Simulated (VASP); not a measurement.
A run of VASP 6.6.1:

File INCAR:

```
PREC = Accurate
ENCUT = 520
EDIFF = 1E-6
ISMEAR = -1
SIGMA = 0.08
LREAL = F
LASPH = T
NELM = 80
ALGO = Normal
ISIF = 2
LWAVE = F
LCHARG = T
LELF = T
LVHAR = T
NBANDS = 11
```

Contents of KPOINTS:

```
regular mesh
0
Gamma
  12 12 12
```

The input POSCAR:

```
Si
1.0
    0.0000000000      2.7334537691      2.7334537691
    2.7334537691      0.0000000000      2.7334537691
    2.7334537691      2.7334537691      0.0000000000
Si
2
Direct
    0.5000000000      0.5000000000      0.5000000000
    0.7500000000      0.7500000000      0.7500000000
```

Potentials or basis: VASP PAW LDA potentials, release 64 (Si).

Command:

```console
$ cat potpaw_LDA.64/Si/POTCAR > POTCAR
$ mpirun -np 1 vasp_std > vasp.out
```

Hardware: 1 thread of Intel(R) Xeon(R) 6975P-C (Granite Rapids), with other jobs on the host.

Problem. Estimate the wall time of this run.

Solution. Wall time 12 s on 1 thread of Intel(R) Xeon(R) 6975P-C (Granite Rapids), on a shared host, peak memory 0.15 GiB. Counts: scf iterations 11, k points 72.
